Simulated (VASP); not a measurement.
## LiH (km): single point with PBEsol

The system is LiH (km).

```
CELL_PARAMETERS angstrom
0.00000 1.99009 1.99009
1.99009 0.00000 1.99009
1.99009 1.99009 0.00000
ATOMIC_POSITIONS crystal
Li 0.00000 0.00000 0.00000
H 0.50000 0.50000 0.50000
```

| Item | Value |
| --- | --- |
| Program | VASP 6.6.1 |
| Task | single point |
| Functional | PBEsol |
| Potentials or basis | VASP PAW PBE potentials, release 64 (Li_sv, H) |
| Cutoff | 750 eV |
| k mesh | 6 × 6 × 6 |
| Occupations | gaussian, width 0.02 eV |
| Spin | no spin polarisation |
| Dipole correction | no |
| Further INCAR settings | ALGO = Normal; EDIFF = 1e-06; NBANDS = 9 |

```json
{"Pressure": "0.0 GPa", "Band gap on the k mesh": "2.73 eV, direct"}
```

Levels at points of the mesh, in eV from the valence-band top:
```
           k point  band 1  band 2  band 3  band 4  band 5  band 6  band 7
(0.00, 0.00, 0.00)  -43.68   -5.63   16.37   17.94   17.94   17.94   22.60
(0.50, 0.00, 0.00)  -43.62   -2.77    4.74   13.75   16.49   16.49   19.11
(0.50, 0.50, 0.00)  -43.61    0.00    2.73   10.72   10.72   13.82   17.44
```

Run time: 7.9 s on 1 thread of Intel Xeon 8259CL, with other jobs on the host, peak memory 0.15 GiB.

Caveat: the k points lie up to 0.46 Å⁻¹ apart; the PAW data sets were made with another functional, which shifts forces and pressure a little. A k mesh can miss the band edges.
